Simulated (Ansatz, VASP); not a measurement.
Al2Cu in VASP and in Ansatz

Contents of POSCAR:

```
Al2Cu
1.0
    4.0880282815      0.0000000000      0.0000000000
    0.0000000000      4.0880282815      0.0000000000
    0.0000000000      0.0000000000      2.8513253939
Al Cu
2 1
Direct
    0.5000000000      0.0000000000      0.5000000000
    0.0000000000      0.5000000000      0.5000000000
   -0.0518910388     -0.0518910388      0.0000000000
```

INCAR.step1

```
SYSTEM = Al2Cu
PREC = Accurate ; ENCUT = 520
ISMEAR = 0 ; SIGMA = 0.15
LREAL = .FALSE. ; LASPH = .TRUE.
NELM = 100 ; NBANDS = 16
GGA = PE ; ALGO = Normal
EDIFF = 1E-4 ; LWAVE = .TRUE.
LCHARG = .FALSE.
```

The input INCAR.step2:

```
SYSTEM = Al2Cu
PREC = Accurate ; ENCUT = 520
EDIFF = 1E-6 ; ISMEAR = 0
SIGMA = 0.15 ; LREAL = .FALSE.
LASPH = .TRUE. ; NELM = 100
ALGO = Normal ; ISIF = 2
LWAVE = .FALSE. ; LCHARG = .TRUE.
METAGGA = R2SCAN ; LMIXTAU = .TRUE.
LELF = .TRUE. ; LVHAR = .TRUE.
NBANDS = 16 ; ISTART = 1
```

The input KPOINTS:

```
regular mesh
0
G
  12 12 16
  0 0 0
```

Input for Ansatz:

```yaml
crystal:
  lattice:
    - [4.0880282815, 0.0, 0.0]
    - [0.0, 4.0880282815, 0.0]
    - [0.0, 0.0, 2.8513253939]
  atoms:
    - { symbol: Al, position: [0.5, 0.0, 0.5] }
    - { symbol: Al, position: [0.0, 0.5, 0.5] }
    - { symbol: Cu, position: [-0.0518910388, -0.0518910388, 0.0] }
basis:
  ecutwfc: 500
kpoints:
  mp_grid: { grid: [12, 12, 16] }
hamiltonian:
  xc: r2scan
scf:
  occupations: { method: gaussian, width: 0.15 }
output:
  forces: true
  stress: true
  eigenvalues: true
```

Alike in both runs: task single point; functional r2SCAN; k mesh 12 × 12 × 16; occupations gaussian, width 0.15 eV; no spin polarisation.

```csv
,VASP,Ansatz
version,VASP 6.6.1,Ansatz 0.2.0
potentials or method,"VASP PAW PBE potentials, release 64 (Al, Cu), cutoff 520 eV","scalar-relativistic, plane waves, PAW"
valence electrons in the cell,17,25
```

```csv
,VASP,Ansatz,Ansatz less VASP
gap on the k mesh at the Fermi level (eV),none,none,-
pressure (GPa),3.6,3.2,-0.41
"traceless stress, the component that is largest in VASP (GPa)",-1.44,-1.43,+0.011
rms of the force components (eV/Å),1.019,1.020,+0.0007
```

VASP's potentials were made for PBE, not for r2SCAN. Atom by atom the forces differ by 0.004 eV/Å (rms over components). A gap of «none» marks a metal or a gap that the smearing closes. The functional is the same, so the differences come from potentials, cutoffs and numerics. VASP's potentials hold 17 valence electrons a cell and Ansatz's 25, so a difference there can come from the potentials and not from the codes.
